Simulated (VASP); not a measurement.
PF3, 8 atoms in the cell. Symmetry: P6_3/mmc, No. 194, hexagonal system. The conventional cell has a = 3.786 Å, b = 3.786 Å, c = 5.883 Å, α = 90.00°, β = 90.00°, γ = 120.00°. Within 3.0 Å of F (site symmetry -6m2) lie 3 P at 2.19 Å and 14 F at 2.47 to 2.94 Å. Within 2.5 Å of F (site symmetry 3m) lie 4 P at 1.79 to 2.47 Å and 7 F at 2.28 to 2.47 Å. Within 2.5 Å of P (site symmetry -6m2) lie 11 F at 1.79 to 2.47 Å. 

```yaml
Program: VASP 6.6.1
Task: single point
Functional: r2SCAN
Potentials_or_basis: VASP PAW PBE potentials, release 64 (F, P)
Cutoff: 520 eV
k_mesh: 6 × 6 × 4
Occupations: fermi-dirac, width 0.1 eV
Spin: no spin polarisation
Dipole_correction: no
Further_INCAR_settings: ALGO = Normal; EDIFF = 1e-06; NBANDS = 36
```

Potentials or basis: VASP PAW PBE potentials, release 64 (F, P).

Run with:

```console
$ cat potpaw_PBE.64/F/POTCAR potpaw_PBE.64/P/POTCAR > POTCAR
$ cp INCAR.step1 INCAR
$ mpirun -np 1 vasp_std > vasp.out
$ cp INCAR.step2 INCAR
$ mpirun -np 1 vasp_std > vasp.out
```

Hardware: 1 thread of Intel(R) Xeon(R) Platinum 8259CL CPU @ 2.50GHz (Skylake/Cascade Lake) (shared host).

**Question.** Estimate the wall time of this run.

**Answer.** Wall time 2.8 min on 1 thread of Intel(R) Xeon(R) Platinum 8259CL CPU @ 2.50GHz (Skylake/Cascade Lake) (shared host), peak memory 0.2 GiB. Counts: k points 21.
